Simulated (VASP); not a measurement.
# CoO (P-6m2) in VASP: notebook

Runs on CoO. Level: PBE. Tasks: single point.

Everything below comes from runs of VASP 6.6.1. Logs are shortened: lines on timing, memory, paths and dates and some standing lists are left out, and cuts for length are marked.

## Step 1: The cell of the first run

It takes space group P-6m2 (No. 187, hexagonal). The conventional cell has a = 2.856 Å, b = 2.856 Å, c = 2.788 Å, α = 90.00°, β = 90.00°, γ = 120.00°. Within 2.9 Å of Co (site symmetry -6m2) lie 6 O at 2.16 Å and 8 Co at 2.79 to 2.86 Å. Within 2.9 Å of O (site symmetry -6m2) lie 6 Co at 2.16 Å and 8 O at 2.79 to 2.86 Å.

## Step 2: Single point, PBE, collinear spin, ferromagnetic start

Input file INCAR:

```
PREC = Accurate
ENCUT = 700
EDIFF = 1E-6
ISMEAR = -1
SIGMA = 0.05
LREAL = F
LASPH = T
NELM = 200
ALGO = Normal
ISIF = 2
LWAVE = F
LCHARG = T
ISPIN = 2
MAGMOM = 1.71 0
LORBIT = 11
LMAXMIX = 4
GGA = PE
LELF = T
LVHAR = T
NBANDS = 22
GGA_COMPAT = F
```

Input file KPOINTS:

```
Automatic mesh
0
Gamma
  11 11 10
```

Input file POSCAR:

```
CoO
1.0
    2.8562992300      0.0000000000      0.0000000000
   -1.4281496100      2.4736276900      0.0000000000
    0.0000000000      0.0000000000      2.7876065300
Co O
1 1
Direct
    0.0000000000      0.0000000000      0.0000000000
    0.6666666667      0.3333333333      0.5000000000
```

Potentials or basis: VASP PAW PBE potentials, release 64 (Co_sv, O).

Command:

```console
cat potpaw_PBE.64/Co_sv/POTCAR potpaw_PBE.64/O/POTCAR > POTCAR
mpirun -np 1 vasp_std > vasp.out
```

OUTCAR:

```text
PREC = Accurate
   ENCUT = 700
   EDIFF = 1E-6
   ISMEAR = -1
   LREAL = F
   LASPH = T
   NELM = 200
   ISIF = 2
   ISPIN = 2
   LORBIT = 11
   GGA = PE

 ion  position               nearest neighbor table
   1  0.000  0.000  0.000-   2 2.16   2 2.16   2 2.16   2 2.16   2 2.16   2 2.16
   2  0.667  0.333  0.500-   1 2.16   1 2.16   1 2.16   1 2.16   1 2.16   1 2.16

  LATTYP: Found a hexagonal cell.
 ALAT       =     2.8562992300
 C/A-ratio  =     0.9759504539

  Lattice vectors:

 A1 = (   2.8562992300,   0.0000000000,   0.0000000000)
 A2 = (  -1.4281496100,   2.4736276900,   0.0000000000)
 A3 = (   0.0000000000,   0.0000000000,   2.7876065300)

Analysis of symmetry for initial positions (statically):
=====================================================================
 Subroutine PRICEL returns:
 Original cell was already a primitive cell.

 Routine SETGRP: Setting up the symmetry group for a
 hexagonal supercell.

 Subroutine GETGRP returns: Found 12 space group operations
 (whereof 12 operations were pure point group operations)
 out of a pool of 24 trial point group operations.

The static configuration has the point symmetry D_3h.

Analysis of symmetry for dynamics (positions and initial velocities):
=====================================================================
 Subroutine PRICEL returns:
 Original cell was already a primitive cell.

 Routine SETGRP: Setting up the symmetry group for a
 hexagonal supercell.

 Subroutine GETGRP returns: Found 12 space group operations
 (whereof 12 operations were pure point group operations)
 out of a pool of 24 trial point group operations.

The dynamic configuration has the point symmetry D_3h.

Analysis of structural, dynamic, and magnetic symmetry:
=====================================================================
 Subroutine PRICEL returns:
 Original cell was already a primitive cell.

 Routine SETGRP: Setting up the symmetry group for a
 hexagonal supercell.

 Subroutine GETGRP returns: Found 12 space group operations
 (whereof 12 operations were pure point group operations)
 out of a pool of 24 trial point group operations.

The overall configuration has the point symmetry D_3h.

 Subroutine INISYM returns: Found 12 space group operations
 (whereof 12 operations are pure point group operations),
 and found     1 'primitive' translations

----------------------------------------------------------------------------------------

                                     Primitive cell

  volume of cell :      19.6956

  direct lattice vectors                    reciprocal lattice vectors
     2.856299230  0.000000000  0.000000000     0.350103375  0.202132277  0.000000000
    -1.428149610  2.473627690  0.000000000     0.000000000  0.404264556  0.000000000
     0.000000000  0.000000000  2.787606530     0.000000000  0.000000000  0.358730685

  length of vectors
     2.856299230  2.856299224  2.787606530     0.404264555  0.404264556  0.358730685

  position of ions in fractional coordinates (direct lattice)
     0.000000000  0.000000000  0.000000000
     0.666666667  0.333333333  0.500000000

  ion indices of the primitive-cell ions
   primitive index   ion index
                 1           1
                 2           2

----------------------------------------------------------------------------------------

 KPOINTS: Automatic mesh

Automatic generation of k-mesh.
 Grid dimensions read from file:
 generate k-points for:   11   11   10

 Generating k-lattice:

  Cartesian coordinates                     Fractional coordinates (reciprocal lattice)
     0.031827580  0.018375662  0.000000000     0.090909091  0.000000000  0.000000000
     0.000000000  0.036751323  0.000000000     0.000000000  0.090909091  0.000000000
     0.000000000  0.000000000  0.035873068     0.000000000  0.000000000  0.100000000

  Length of vectors
     0.036751323  0.036751323  0.035873068

  Shift w.r.t. Gamma in fractional coordinates (k-lattice)
     0.000000000  0.000000000  0.000000000

 Subroutine IBZKPT returns following result:
 ===========================================

 Found     96 irreducible k-points:

 Following reciprocal coordinates:
            Coordinates               Weight
  0.000000  0.000000  0.000000      1.000000
  0.090909  0.000000  0.000000      6.000000
  0.181818  0.000000  0.000000      6.000000
  0.272727  0.000000  0.000000      6.000000
  0.363636 -0.000000  0.000000      6.000000
  0.454545  0.000000  0.000000      6.000000
[... 16 lines left out ...]
  0.090909  0.090909  0.100000     12.000000
  0.181818  0.090909  0.100000     24.000000
 [... further k-points ...]
   k-points           NKPTS =     96   k-points in BZ     NKDIM =     96   number of bands    NBANDS=     22
   number of dos      NEDOS =    301   number of ions     NIONS =      2
   total plane-waves  NPLWV =  18816
   dimension x,y,z NGX =    28 NGY =   28 NGZ =   24
   dimension x,y,z NGXF=    56 NGYF=   56 NGZF=   48
   ions per type =               1   1
   NGX,Y,Z   is equivalent  to a cutoff of  16.30, 16.30, 14.31 a.u.
   NGXF,Y,Z  is equivalent  to a cutoff of  32.59, 32.59, 28.63 a.u.
 SYSTEM =  unknown system
   PREC   = accura    normal or accurate (medium, high low for compatibility)
   ISTART =      0    job   : 0-new  1-cont  2-samecut
   ICHARG =      2    charge: 1-file 2-atom 10-const
   ISPIN  =      2    spin polarized calculation?
   LNONCOLLINEAR =      F non collinear calculations
   LSORBIT =      F    spin-orbit coupling
   LASPH  =      T    aspherical Exc in radial PAW
   ENCUT  =  700.0 eV  51.45 Ry    7.17 a.u.   6.16  6.16  6.01*2*pi/ulx,y,z
   NELM   =    200;   NELMIN=  2; NELMDL= -5     # of ELM steps
   EDIFF  = 0.1E-05   stopping-criterion for ELM
   LREAL  =      F    real-space projection
   EDIFFG = 0.1E-04   stopping-criterion for IOM
   NSW    =      0    number of steps for IOM
   IBRION =     -1    ionic relax: 0-MD 1-quasi-New 2-CG
   NFREE  =      0    steps in history (QN), initial steepest desc. (CG)
   ISIF   =      2    stress and relaxation
   ISYM   =      2    0-nonsym 1-usesym 2-fastsym
   POTIM  = 0.5000    time-step for ionic-motion
   TEBEG  =    0.0;   TEEND  =   0.0 temperature during run
   PSTRESS=    0.0 pullay stress
   NELECT =      23.0000    total number of electrons
   NUPDOWN=      -1.0000    fix difference up-down
   EMIN   =  10.00;   EMAX   =-10.00  energy-range for DOS
   EFERMI =   0.00;   METHOD = LEGACY
   ISMEAR =    -1;   SIGMA  =   0.05  broadening in eV -4-tet -1-fermi 0-gaus
   EFERMI_NEDOS =   21; number of points for ismear=-14 and -15
   IALGO  =     38    algorithm
   IMIX   =      4    mixing-type and parameters
     AMIX     =   0.40;   BMIX     =  1.00
     AMIX_MAG =   1.60;   BMIX_MAG =  1.00
  volume/ion in A,a.u.               =       9.85        66.46
  Fermi-wavevector in a.u.,A,eV,Ry     =   1.723962  3.257815 40.437111  2.972044
  Thomas-Fermi vector in A             =   2.799740
   LORBIT       =     11    0 simple, 1 ext, 2 COOP (PROOUT), +10 PAW based schemes
   GGA     = PE    functional components
   LHFCALC =     F    Hartree Fock is set to
   AEXX    =    0.0000 exact exchange contribution
   IVDW    =     0    specifies the selected vdW correction
   LEPSILON=     F    determine dielectric tensor
   LRPA    =     F    only Hartree local field effects (RPA)
 spin polarized calculation
  energy-cutoff  :      700.00
  volume of cell :       19.70
 maximum number of plane-waves:       841
 NGX is ok and might be reduce to    28
   NGX = 13   NGY = 13   NGZ = 13

 number of electron      23.0000004 magnetization       2.9994046

 Free energy of the ion-electron system (eV)
  ---------------------------------------------------
  ext. energy  EPLUGINS =         0.00000000
  ---------------------------------------------------
  free energy    TOTEN  =       -13.00097551 eV

  energy without entropy =      -12.97259701  energy(sigma->0) =      -12.98678626

 E-fermi :   8.5919     XC(G=0): -12.6076

 val. band max:        8.5915386208   @ k =   0.2727   0.0000   0.4000
 cond. band min:       8.5947978346   @ k =   0.2727   0.0000   0.1000
 fundamental gap:      0.0032592137
 Fermi energy:         8.5918704182

 spin component 1

 k-point     1 :       0.0000    0.0000    0.0000
  band No.  band energies     occupation
      1     -88.6066      1.00000
      2     -52.0107      1.00000
      3     -51.7470      1.00000
      4     -51.7470      1.00000
      5     -11.5547      1.00000
      6       3.8609      1.00000
[... 14 lines left out ...]
     21      34.0870      0.00000
     22      38.5370      0.00000

 k-point     2 :       0.0909    0.0000    0.0000
  band No.  band energies     occupation
      1     -88.6062      1.00000
      2     -52.0104      1.00000
      3     -51.7510      1.00000
      4     -51.7480      1.00000
      5     -11.4747      1.00000
      6       3.5720      1.00000
[... 14 lines left out ...]
     21      34.0091      0.00000
     22      38.3680      0.00000

 k-point     3 :       0.1818    0.0000    0.0000
  band No.  band energies     occupation
      1     -88.6051      1.00000
      2     -52.0092      1.00000
      3     -51.7620      1.00000
      4     -51.7509      1.00000
      5     -11.2529      1.00000
      6       2.8613      1.00000
[... 14 lines left out ...]
     21      34.8093      0.00000
     22      37.5617      0.00000
[... 476 lines left out ...]
 k-point    23 :       0.0909    0.0909    0.1000
  band No.  band energies     occupation
      1     -88.6051      1.00000
      2     -52.0141      1.00000
      3     -51.7579      1.00000
      4     -51.7498      1.00000
      5     -11.2523      1.00000
      6       3.1447      1.00000
[... 14 lines left out ...]
     21      34.4799      0.00000
     22      37.6561      0.00000

 k-point    24 :       0.1818    0.0909    0.1000
  band No.  band energies     occupation
      1     -88.6038      1.00000
      2     -52.0126      1.00000
      3     -51.7700      1.00000
      4     -51.7536      1.00000
      5     -10.9947      1.00000
      6       2.4387      1.00000
[... 14 lines left out ...]
     21      35.7644      0.00000
     22      37.3619      0.00000

 [... further k-points ...]

 spin component 2

 k-point     1 :       0.0000    0.0000    0.0000
  band No.  band energies     occupation
      1     -85.5266      1.00000
      2     -48.8422      1.00000
      3     -48.8228      1.00000
      4     -48.8228      1.00000
      5     -10.9272      1.00000
      6       5.1789      1.00000
[... 14 lines left out ...]
     21      34.7380      0.00000
     22      38.8014      0.00000

 k-point     2 :       0.0909    0.0000    0.0000
  band No.  band energies     occupation
      1     -85.5261      1.00000
      2     -48.8418      1.00000
      3     -48.8275      1.00000
      4     -48.8240      1.00000
      5     -10.8435      1.00000
      6       4.7504      1.00000
[... 14 lines left out ...]
     21      34.6099      0.00000
     22      38.6855      0.00000

 k-point     3 :       0.1818    0.0000    0.0000
  band No.  band energies     occupation
      1     -85.5249      1.00000
      2     -48.8404      1.00000
      3     -48.8403      1.00000
      4     -48.8272      1.00000
      5     -10.6106      1.00000
      6       3.8028      1.00000
[... 14 lines left out ...]
     21      35.0168      0.00000
     22      38.1916      0.00000
[... 476 lines left out ...]
 k-point    23 :       0.0909    0.0909    0.1000
  band No.  band energies     occupation
      1     -85.5249      1.00000
      2     -48.8462      1.00000
      3     -48.8356      1.00000
      4     -48.8260      1.00000
      5     -10.6097      1.00000
      6       4.1293      1.00000
[... 14 lines left out ...]
     21      34.8181      0.00000
     22      38.2722      0.00000

 k-point    24 :       0.1818    0.0909    0.1000
  band No.  band energies     occupation
      1     -85.5235      1.00000
      2     -48.8498      1.00000
      3     -48.8443      1.00000
      4     -48.8304      1.00000
      5     -10.3382      1.00000
      6       3.2761      1.00000
[... 14 lines left out ...]
     21      36.1786      0.00000
     22      37.7961      0.00000

 [... further k-points ...]

------------------------ aborting loop because EDIFF is reached ----------------------------------------

  FORCE on cell =-STRESS in cart. coord.  units (eV):
  Direction    XX          YY          ZZ          XY          YZ          ZX
  --------------------------------------------------------------------------------------
  -------------------------------------------------------------------------------------
  Total       -0.9364526     -0.9364526     -1.4940584     -0.0000000     -0.0000000      0.0000000
  in kB      -76.1775301    -76.1775298   -121.5370369     -0.0000002     -0.0000000      0.0000000
  external PRESSURE =     -91.2973656 kB  Pullay stress =       0.0000000 kB

 VOLUME and BASIS-vectors are now :
 -----------------------------------------------------------------------------
  energy-cutoff  :      700.00
  volume of cell :       19.70
      direct lattice vectors                 reciprocal lattice vectors
     2.856299230  0.000000000  0.000000000     0.350103375  0.202132277  0.000000000
    -1.428149610  2.473627690  0.000000000     0.000000000  0.404264556  0.000000000
     0.000000000  0.000000000  2.787606530     0.000000000  0.000000000  0.358730685

 POSITION                                       TOTAL-FORCE (eV/Angst)
 -----------------------------------------------------------------------------------
      0.00000      0.00000      0.00000        -0.000000      0.000000      0.000000
      1.42815      0.82454      1.39380         0.000000     -0.000000      0.000000
 -----------------------------------------------------------------------------------
    total drift:                               -0.000000      0.000000      0.000000

  FREE ENERGIE OF THE ION-ELECTRON SYSTEM (eV)
  ---------------------------------------------------
  free  energy   TOTEN  =       -13.0009755076 eV

  energy  without entropy=      -12.9725970127  energy(sigma->0) =      -12.98678626

 total charge

# of ion       s       p       d       tot
------------------------------------------
    1        2.144   6.065   6.641  14.851
    2        1.560   3.386   0.000   4.946
--------------------------------------------------
tot          3.704   9.451   6.641  19.797

 magnetization (x)

# of ion       s       p       d       tot
------------------------------------------
    1        0.006   0.007   2.521   2.534
    2        0.024   0.364   0.000   0.388
--------------------------------------------------
tot          0.030   0.371   2.521   2.922
```

Wall time 1.8 min (1 thread of Intel Xeon 6975P-C (Granite Rapids), shared host); peak memory 0.23 GiB.

Results:

| Item | Value |
| --- | --- |
| Free energy | -13.0010 eV |
| Pressure | -9.1 GPa |
| Band gap on the k mesh | zero (filled and empty bands overlap) |
| Net moment | 3.00 μB per cell |
| Site moments | Co +2.53; O +0.39 μB |
| Valence electrons inside the program's atomic spheres | Co 14.85; O 4.95 |

Caveat: the cell stands under tension; a cell with one magnetic atom can't hold antiferromagnetic order, which such compounds often take; semilocal functionals often make such compounds metallic where correlation or magnetic order opens a gap, which also shifts bond lengths. With open d or f shells a metallic result of PBE can be an artefact of self-interaction; +U or a hybrid may open a gap.

[end of part 1 of 2]
